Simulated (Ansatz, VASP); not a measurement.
# One calculation of Si4O, two programs

```
Si O
1.0
     3.83334    0.00000    0.00000
     0.00000    3.83334    0.00000
     0.00000    0.00000   21.20348
Si O
4 1
Direct
  0.00000 0.50000 0.18865
  0.00000 0.00000 0.25257
  0.50000 0.00000 0.31919
  0.50000 0.50000 0.38218
  0.87500 0.50000 0.50008
```

Alike in both runs: task single point; functional PBE; dispersion D3(BJ); k mesh 7 × 7 × 1; occupations gaussian, width 0.05 eV; collinear spin.

|  | VASP | Ansatz |
| --- | --- | --- |
| version | VASP 6.6.1 | Ansatz 0.2.0 |
| potentials or method | VASP PAW PBE potentials, release 64 (Si, O), cutoff 520 eV | scalar-relativistic, plane waves, PAW |
| valence electrons in the cell | 22 | 22 |

Ansatz gave:

- gap on the k mesh at the Fermi level (eV): none
- rms of the force components (eV/Å): 0.522
- net moment per atom (μB): 0.29
- size of the moment on the site where the two differ most (μB): 1.56

Q: Estimate VASP's values.

A: gap on the k mesh at the Fermi level (eV): none; rms of the force components (eV/Å): 0.481; net moment per atom (μB): 0.32; size of the moment on the site where the two differ most (μB): 1.32.

Site moments also hang on the region over which each program counts them. Atom by atom the forces differ by 0.050 eV/Å (rms over components). A gap of «none» marks a metal or a gap that the smearing closes.
